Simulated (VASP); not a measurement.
# Cu12CO in VASP: single point with PBE+D3(BJ)

Aim: the single point of Cu12CO with PBE+D3(BJ).

All numbers are computed with VASP 6.6.1; they aren't measurements. Logs are shortened: lines on timing, memory, paths and dates and some standing lists are left out, and cuts for length are marked.

### 1 The cell of the first run

The cell holds a slab with vacuum, 14 atoms: a = 5.039 Å, b = 5.039 Å, c = 22.872 Å, α = 90.00°, β = 90.00°, γ = 120.00°.

### 2 Single point, PBE+D3(BJ)

INCAR

```
PREC = Accurate
ENCUT = 520
EDIFF = 1E-6
ISMEAR = 0
SIGMA = 0.1
LREAL = F
LASPH = T
NELM = 100
ALGO = Normal
ISIF = 2
LWAVE = F
LCHARG = F
LDIPOL = T
IDIPOL = 3
DIPOL = 0.5 0.5 0.300
GGA = PE
IVDW = 12
NBANDS = 84
```

KPOINTS

```
regular mesh
0
Gamma
  6 6 1
```

POSCAR

```
Cu12CO
1.0
    5.0393684026      0.0000000000      0.0000000000
   -2.5196842013      4.3642210557      0.0000000000
    0.0000000000      0.0000000000     22.8721942842
Cu O C
12 1 1
Direct
    0.3333333333      0.1666666667      0.1748848383
    0.3333333333      0.6666666667      0.1748848383
    0.8333333333      0.1666666667      0.1748848383
    0.8333333333      0.6666666667      0.1748848383
    0.1666666667      0.3333333333      0.2649977782
    0.1666666667      0.8333333333      0.2649977782
    0.6666666667      0.3333333333      0.2649977782
    0.6666666667      0.8333333333      0.2649977782
    0.0000000000      0.0000000000      0.3551121586
    0.0000000000      0.5000000000      0.3551121586
    0.5000000000      0.0000000000      0.3551121586
    0.5000000000      0.5000000000      0.3551121586
    0.0000000000      0.0000000000      0.4862757874
    0.0000000000      0.0000000000      0.5365551784
```

Potentials or basis: VASP PAW PBE potentials, release 64 (Cu, O, C).

Command:

```console
> cat potpaw_PBE.64/Cu/POTCAR potpaw_PBE.64/O/POTCAR potpaw_PBE.64/C/POTCAR > POTCAR
> mpirun -np 1 vasp_std > vasp.out
```

OUTCAR:

```text
PREC = Accurate
   ENCUT = 520
   EDIFF = 1E-6
   ISMEAR = 0
   LREAL = F
   LASPH = T
   NELM = 100
   ISIF = 2
   GGA = PE
   IVDW = 12
 IVDW          = 12

 ion  position               nearest neighbor table
   1  0.333  0.167  0.175-   3 2.52   3 2.52   4 2.52   2 2.52   2 2.52   4 2.52   5 2.52   7 2.52
                             6 2.52
   2  0.333  0.667  0.175-   4 2.52   4 2.52   1 2.52   1 2.52   3 2.52   3 2.52   6 2.52   8 2.52
                             5 2.52
   3  0.833  0.167  0.175-   1 2.52   1 2.52   4 2.52   4 2.52   2 2.52   2 2.52   7 2.52   5 2.52
                             8 2.52
   4  0.833  0.667  0.175-   2 2.52   2 2.52   3 2.52   3 2.52   1 2.52   1 2.52   8 2.52   6 2.52
                             7 2.52
   5  0.167  0.333  0.265-   7 2.52   7 2.52   8 2.52   6 2.52   6 2.52   8 2.52   1 2.52   3 2.52
                             2 2.52  12 2.52   9 2.52  10 2.52
   6  0.167  0.833  0.265-   8 2.52   8 2.52   5 2.52   5 2.52   7 2.52   7 2.52   2 2.52   4 2.52
                             1 2.52  11 2.52  10 2.52   9 2.52
   7  0.667  0.333  0.265-   5 2.52   5 2.52   8 2.52   8 2.52   6 2.52   6 2.52   3 2.52   1 2.52
                             4 2.52  10 2.52  11 2.52  12 2.52
   8  0.667  0.833  0.265-   6 2.52   6 2.52   7 2.52   7 2.52   5 2.52   5 2.52   4 2.52   2 2.52
                             3 2.52   9 2.52  12 2.52  11 2.52
   9  0.000  0.000  0.355-  11 2.52  11 2.52  12 2.52  10 2.52  10 2.52  12 2.52   8 2.52   5 2.52
                             6 2.52
  10  0.000  0.500  0.355-  12 2.52  12 2.52   9 2.52   9 2.52  11 2.52  11 2.52   7 2.52   6 2.52
                             5 2.52
  11  0.500  0.000  0.355-   9 2.52   9 2.52  12 2.52  12 2.52  10 2.52  10 2.52   6 2.52   7 2.52
                             8 2.52
  12  0.500  0.500  0.355-  10 2.52  10 2.52  11 2.52  11 2.52   9 2.52   9 2.52   5 2.52   8 2.52
                             7 2.52
  13  0.000  0.000  0.486-  14 1.15
  14  0.000  0.000  0.537-  13 1.15

  LATTYP: Found a hexagonal cell.
 ALAT       =     5.0393684026
 C/A-ratio  =     4.5387025629

  Lattice vectors:

 A1 = (   5.0393684026,   0.0000000000,   0.0000000000)
 A2 = (  -2.5196842013,   4.3642210557,   0.0000000000)
 A3 = (   0.0000000000,   0.0000000000,  22.8721942842)

Analysis of symmetry for initial positions (statically):
=====================================================================
 Subroutine PRICEL returns:
 Original cell was already a primitive cell.

 Routine SETGRP: Setting up the symmetry group for a
 hexagonal supercell.

 Subroutine GETGRP returns: Found  6 space group operations
 (whereof  6 operations were pure point group operations)
 out of a pool of 24 trial point group operations.

The static configuration has the point symmetry C_3v.

Analysis of symmetry for dynamics (positions and initial velocities):
=====================================================================
 Subroutine PRICEL returns:
 Original cell was already a primitive cell.

 Routine SETGRP: Setting up the symmetry group for a
 hexagonal supercell.

 Subroutine GETGRP returns: Found  6 space group operations
 (whereof  6 operations were pure point group operations)
 out of a pool of 24 trial point group operations.

The dynamic configuration has the point symmetry C_3v.

 Subroutine INISYM returns: Found  6 space group operations
 (whereof  6 operations are pure point group operations),
 and found     1 'primitive' translations

----------------------------------------------------------------------------------------

                                     Primitive cell

  volume of cell :     503.0263

  direct lattice vectors                    reciprocal lattice vectors
     5.039368403  0.000000000  0.000000000     0.198437566  0.114567982  0.000000000
    -2.519684201  4.364221056  0.000000000     0.000000000  0.229135964  0.000000000
     0.000000000  0.000000000 22.872194284     0.000000000  0.000000000  0.043721210

  length of vectors
     5.039368403  5.039368403 22.872194284     0.229135964  0.229135964  0.043721210

  position of ions in fractional coordinates (direct lattice)
     0.333333333  0.166666667  0.174884838
     0.333333333  0.666666667  0.174884838
     0.833333333  0.166666667  0.174884838
     0.833333333  0.666666667  0.174884838
     0.166666667  0.333333333  0.264997778
     0.166666667  0.833333333  0.264997778
     0.666666667  0.333333333  0.264997778
     0.666666667  0.833333333  0.264997778
     0.000000000  0.000000000  0.355112159
     0.000000000  0.500000000  0.355112159
     0.500000000  0.000000000  0.355112159
     0.500000000  0.500000000  0.355112159
     0.000000000  0.000000000  0.486275787
     0.000000000  0.000000000  0.536555178

  ion indices of the primitive-cell ions
   primitive index   ion index
                 1           1
                 2           2
                 3           3
                 4           4
                 5           5
                 6           6
                 7           7
                 8           8
                 9           9
                10          10
                11          11
                12          12
                13          13
                14          14

----------------------------------------------------------------------------------------

 KPOINTS: regular mesh

Automatic generation of k-mesh.
 Grid dimensions read from file:
 generate k-points for:    6    6    1

 Generating k-lattice:

  Cartesian coordinates                     Fractional coordinates (reciprocal lattice)
     0.033072928  0.019094664  0.000000000     0.166666667  0.000000000  0.000000000
     0.000000000  0.038189327  0.000000000     0.000000000  0.166666667  0.000000000
     0.000000000  0.000000000  0.043721210     0.000000000  0.000000000  1.000000000

  Length of vectors
     0.038189327  0.038189327  0.043721210

  Shift w.r.t. Gamma in fractional coordinates (k-lattice)
     0.000000000  0.000000000  0.000000000

 Subroutine IBZKPT returns following result:
 ===========================================

 Found      7 irreducible k-points:

 Following reciprocal coordinates:
            Coordinates               Weight
  0.000000  0.000000  0.000000      1.000000
  0.166667  0.000000  0.000000      6.000000
  0.333333  0.000000  0.000000      6.000000
  0.500000  0.000000  0.000000      3.000000
  0.166667  0.166667  0.000000      6.000000
  0.333333  0.166667  0.000000     12.000000
  0.333333  0.333333  0.000000      2.000000
   k-points           NKPTS =      7   k-points in BZ     NKDIM =      7   number of bands    NBANDS=     84
   number of dos      NEDOS =    301   number of ions     NIONS =     14
   total plane-waves  NPLWV = 288000
   dimension x,y,z NGX =    40 NGY =   40 NGZ =  180
   dimension x,y,z NGXF=    80 NGYF=   80 NGZF=  360
   ions per type =              12   1   1
   NGX,Y,Z   is equivalent  to a cutoff of  13.20, 13.20, 13.08 a.u.
   NGXF,Y,Z  is equivalent  to a cutoff of  26.39, 26.39, 26.17 a.u.
 SYSTEM =  unknown system
   PREC   = accura    normal or accurate (medium, high low for compatibility)
   ISTART =      0    job   : 0-new  1-cont  2-samecut
   ICHARG =      2    charge: 1-file 2-atom 10-const
   ISPIN  =      1    spin polarized calculation?
   LNONCOLLINEAR =      F non collinear calculations
   LSORBIT =      F    spin-orbit coupling
   LASPH  =      T    aspherical Exc in radial PAW
   ENCUT  =  520.0 eV  38.22 Ry    6.18 a.u.   9.37  9.37 42.53*2*pi/ulx,y,z
   NELM   =    100;   NELMIN=  2; NELMDL= -5     # of ELM steps
   EDIFF  = 0.1E-05   stopping-criterion for ELM
   LREAL  =      F    real-space projection
   EDIFFG = 0.1E-04   stopping-criterion for IOM
   NSW    =      0    number of steps for IOM
   IBRION =     -1    ionic relax: 0-MD 1-quasi-New 2-CG
   NFREE  =      0    steps in history (QN), initial steepest desc. (CG)
   ISIF   =      2    stress and relaxation
   ISYM   =      2    0-nonsym 1-usesym 2-fastsym
   POTIM  = 0.5000    time-step for ionic-motion
   TEBEG  =    0.0;   TEEND  =   0.0 temperature during run
   PSTRESS=    0.0 pullay stress
   NELECT =     142.0000    total number of electrons
   NUPDOWN=      -1.0000    fix difference up-down
   EMIN   =  10.00;   EMAX   =-10.00  energy-range for DOS
   EFERMI =   0.00;   METHOD = LEGACY
   ISMEAR =     0;   SIGMA  =   0.10  broadening in eV -4-tet -1-fermi 0-gaus
   EFERMI_NEDOS =   21; number of points for ismear=-14 and -15
   IALGO  =     38    algorithm
   IMIX   =      4    mixing-type and parameters
     AMIX     =   0.40;   BMIX     =  1.00
     AMIX_MAG =   1.60;   BMIX_MAG =  1.00
  volume/ion in A,a.u.               =      35.93       242.47
  Fermi-wavevector in a.u.,A,eV,Ry     =   1.073925  2.029424 15.691809  1.153315
  Thomas-Fermi vector in A             =   2.209739
   LORBIT       =      0    0 simple, 1 ext, 2 COOP (PROOUT), +10 PAW based schemes
   GGA     = PE    functional components
   LHFCALC =     F    Hartree Fock is set to
   AEXX    =    0.0000 exact exchange contribution
   IVDW    =    12    specifies the selected vdW correction
   LEPSILON=     F    determine dielectric tensor
   LRPA    =     F    only Hartree local field effects (RPA)
 non-spin polarized calculation
 Gauss-broadening in eV      SIGMA  =   0.10
  energy-cutoff  :      520.00
  volume of cell :      503.03
 maximum number of plane-waves:     13633
 NGX is ok and might be reduce to    40
   NGX = 19   NGY = 19   NGZ = 85

 number of electron     141.9999977 magnetization

 dipolmoment           0.000000      0.000000     -0.007429 electrons x Angstroem

 Free energy of the ion-electron system (eV)
  ---------------------------------------------------
  ext. energy  EPLUGINS =         0.00000000
  ---------------------------------------------------
  free energy    TOTEN  =       -55.66287135 eV

  energy without entropy =      -55.58758390  energy(sigma->0) =      -55.62522763

 E-fermi :  -0.8533     XC(G=0):  -4.9684

 val. band max:       -0.8741043448   @ k =   0.1667   0.0000   0.0000
 cond. band min:      -0.8415989776   @ k =   0.1667   0.0000   0.0000
 fundamental gap:      0.0325053671
 Fermi energy:        -0.8533086597

 k-point     1 :       0.0000    0.0000    0.0000
  band No.  band energies     occupation
      1     -25.6751      2.00000
      2     -10.6722      2.00000
      3      -9.7317      2.00000
      4      -8.1784      2.00000
      5      -8.1784      2.00000
      6      -7.6831      2.00000
[... 75 lines left out ...]
     82       3.6461      0.00000
     83       3.8156      0.00000

 k-point     2 :       0.1667    0.0000    0.0000
  band No.  band energies     occupation
      1     -25.6748      2.00000
      2     -10.6683      2.00000
      3      -9.5059      2.00000
      4      -8.1927      2.00000
      5      -8.1816      2.00000
      6      -7.4710      2.00000
[... 75 lines left out ...]
     82       3.8708      0.00000
     83       4.0530      0.00000
[... 342 lines left out ...]
     82       4.3773      0.00000
     83       4.7047      0.00000

 k-point     7 :       0.3333    0.3333    0.0000
  band No.  band energies     occupation
      1     -25.6739      2.00000
      2     -10.6566      2.00000
      3      -8.2168      2.00000
      4      -8.2168      2.00000
      5      -7.2699      2.00000
      6      -7.2686      2.00000
[... 75 lines left out ...]
     82       3.4663      0.00000
     83       4.0865      0.00000
 [bands above 83 left out]

------------------------ aborting loop because EDIFF is reached ----------------------------------------

 vacuum level on the upper side and lower side of the slab       (xc-potential included)        -0.138        -0.093

 Edisp (eV)   -4.91852

 E8    (eV) :    -2.1864

  FORCE on cell =-STRESS in cart. coord.  units (eV):
  Direction    XX          YY          ZZ          XY          YZ          ZX
  --------------------------------------------------------------------------------------
  -------------------------------------------------------------------------------------
  Total      -3.10059    -3.10059    -0.07368     0.00000    -0.00000    -0.00000
  in kB      -9.87562    -9.87562    -0.23467     0.00000    -0.00000    -0.00000
  external pressure =       -6.66 kB  Pullay stress =        0.00 kB

 VOLUME and BASIS-vectors are now :
 -----------------------------------------------------------------------------
  energy-cutoff  :      520.00
  volume of cell :      503.03
      direct lattice vectors                 reciprocal lattice vectors
     5.039368403  0.000000000  0.000000000     0.198437566  0.114567982  0.000000000
    -2.519684201  4.364221056  0.000000000     0.000000000  0.229135964  0.000000000
     0.000000000  0.000000000 22.872194284     0.000000000  0.000000000  0.043721210

 POSITION                                       TOTAL-FORCE (eV/Angst)
 -----------------------------------------------------------------------------------
      1.25984      0.72737      4.00000         0.001739      0.001004     -0.044124
     -0.00000      2.90948      4.00000        -0.000000     -0.000000     -0.033447
      3.77953      0.72737      4.00000        -0.001739      0.001004     -0.044124
      2.51968      2.90948      4.00000        -0.000000     -0.002008     -0.044124
      0.00000      1.45474      6.06108         0.000000     -0.008217      0.003523
     -1.25984      3.63685      6.06108        -0.007116      0.004109      0.003523
      2.51968      1.45474      6.06108        -0.000000     -0.000000      0.002832
      1.25984      3.63685      6.06108         0.007116      0.004109      0.003523
      0.00000      0.00000      8.12219        -0.000000     -0.000000      0.003122
     -1.25984      2.18211      8.12219        -0.001573     -0.000908      0.025251
      2.51968      0.00000      8.12219        -0.000000      0.001817      0.025251
      1.25984      2.18211      8.12219         0.001573     -0.000908      0.025251
      0.00000      0.00000     11.12219        -0.000000     -0.000000      0.759695
      0.00000      0.00000     12.27219        -0.000000     -0.000000     -0.686152
 -----------------------------------------------------------------------------------
    total drift:                                0.000000     -0.000000     -0.007883

  FREE ENERGIE OF THE ION-ELECTRON SYSTEM (eV)
  ---------------------------------------------------
  free  energy   TOTEN  =       -60.5813940452 eV

  energy  without entropy=      -60.5061065908  energy(sigma->0) =      -60.54375032

 vacuum level on the upper side and lower side of the slab         3.780         3.852
```

It took 9 min on 1 thread of Intel Xeon 6975P-C (Granite Rapids), shared host; peak memory 0.72 GiB.

Results:

```
Free energy                : -60.5814 eV
Largest force              : 0.760 eV/Å
Band gap on the k mesh     : zero (bands 71 and 72 overlap by 0.41 eV)
Dispersion energy per atom : -0.351 eV
```

Forces in eV/Å, atoms in the order of the input:
```
Cu   0.002  0.001 -0.044
Cu   0.000  0.000 -0.033
Cu  -0.002  0.001 -0.044
Cu   0.000 -0.002 -0.044
Cu   0.000 -0.008  0.004
Cu  -0.007  0.004  0.004
Cu   0.000  0.000  0.003
Cu   0.007  0.004  0.004
Cu   0.000  0.000  0.003
Cu  -0.002 -0.001  0.025
Cu   0.000  0.002  0.025
Cu   0.002 -0.001  0.025
O    0.000  0.000  0.760
C    0.000  0.000 -0.686
```

Levels at points of the mesh, in eV from the Fermi level:
```
           k point  band 68  band 69  band 70  band 71  band 72  band 73
(0.00, 0.00, 0.00)    -1.34    -0.11     0.02     0.02     0.03     1.20
(0.50, 0.00, 0.00)    -1.54    -1.54     0.04     0.04     0.29     0.36
```

With open d or f shells a metallic result of PBE can be an artefact of self-interaction; +U or a hybrid may open a gap.

The gap in the log of VASP goes by the Fermi energy; the results here count the filled bands.